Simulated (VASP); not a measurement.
Input of a VASP 6.6.1 run:

The input INCAR:

```
SYSTEM = Ru
ALGO = Normal
EDIFF = 1E-6
ENCUT = 520
GGA = PE
ISIF = 2
ISMEAR = -1
LASPH = .TRUE.
LCHARG = .FALSE.
LREAL = .FALSE.
LWAVE = .FALSE.
NBANDS = 13
NELM = 60
PREC = Accurate
SIGMA = 0.06122561905347299
```

KPOINTS

```
k-points
0
G
  17 17 17
  0 0 0
```

Contents of POSCAR:

```
Ru
1.0
    0.0000000000      1.9056612588      1.9056612588
    1.9056612588      0.0000000000      1.9056612588
    1.9056612588      1.9056612588      0.0000000000
Ru
1
Direct
    0.0000000000      0.0000000000      0.0000000000
```

Potentials or basis: VASP PAW PBE potentials, release 64 (Ru_pv).

Command:

```bash
$ cat potpaw_PBE.64/Ru_pv/POTCAR > POTCAR
$ mpirun -np 1 vasp_std > vasp.out
```

Question: What does it give for the pressure?

Answer: -0.1 GPa.

Question: Estimate the band gap on the k mesh.

Answer: Zero (bands 7 and 8 overlap by 3.34 eV).
